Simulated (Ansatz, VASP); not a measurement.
**Sr3Ag: VASP beside Ansatz**

```
CELL_PARAMETERS angstrom
5.56313 0.00000 0.00000
0.00000 5.56313 0.00000
0.00000 0.00000 5.56313
ATOMIC_POSITIONS crystal
Ag 0.00000 0.00000 0.00000
Sr 0.50000 0.50000 0.00000
Sr 0.50000 0.00000 0.50000
Sr 0.00000 0.50000 0.50000
```

Alike in both runs: task single point; functional PBE; k mesh 5 × 5 × 5; occupations fermi-dirac, width 0.05 eV; no spin polarisation.

```csv
,VASP,Ansatz
version,VASP 6.6.1,Ansatz 0.2.0
potentials or method,"VASP PAW PBE potentials, release 64 (Ag, Sr_sv)",Ansatz PAW
plane-wave cutoff (eV),520,420
valence electrons in the cell,41,49
```

|  | VASP | Ansatz | Ansatz less VASP |
| --- | --- | --- | --- |
| gap on the k mesh at the Fermi level (eV) | none | none | - |
| pressure (GPa) | -0.5 | -0.6 | -0.03 |

A gap of «none» marks a metal or a gap that the smearing closes. The functional is the same, so the differences come from potentials, cutoffs and numerics. VASP's potentials hold 41 valence electrons a cell and Ansatz's 49, so a difference there can come from the potentials and not from the codes.
